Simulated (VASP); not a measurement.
AgCl, 2 atoms in the cell. Symmetry: Imm2, No. 44, orthorhombic system. Conventional cell: a = 4.113 Å, b = 4.353 Å, c = 5.986 Å, α = 90.00°, β = 90.00°, γ = 90.00°. Within 3.4 Å of Ag (site symmetry mm2) lie 4 Cl at 2.58 to 2.61 Å. Cl (site symmetry mm2) has 4 Ag at 2.58 to 2.61 Å within 3.4 Å.  This cell differs from its parent crystal: shear xy strain +5.7%.

| Item | Value |
| --- | --- |
| Program | VASP 6.6.1 |
| Task | single point |
| Functional | r2SCAN |
| Potentials or basis | VASP PAW PBE potentials, release 64 (Ag, Cl) |
| Cutoff | 520 eV |
| k mesh | 8 × 8 × 8 |
| Occupations | gaussian, width 0.01 eV |
| Spin | no spin polarisation |
| Dipole correction | no |
| Further INCAR settings | ALGO = Normal; EDIFF = 1e-06; NBANDS = 16 |

Potentials or basis: VASP PAW PBE potentials, release 64 (Ag, Cl).

Launch:

```bash
$ cat potpaw_PBE.64/Ag/POTCAR potpaw_PBE.64/Cl/POTCAR > POTCAR
$ cp INCAR.step1 INCAR
$ mpirun -np 1 vasp_std > vasp.out
$ cp INCAR.step2 INCAR
$ mpirun -np 1 vasp_std > vasp.out
```

Hardware: 1 thread of AMD EPYC 7R13 Processor (Zen 3), on a shared host.

Task: Estimate the wall time of this run.

Result: Run time: 3 min on 1 thread of AMD EPYC 7R13 Processor (Zen 3), with other jobs on the host, peak memory 0.21 GiB. Counts: k points 95.
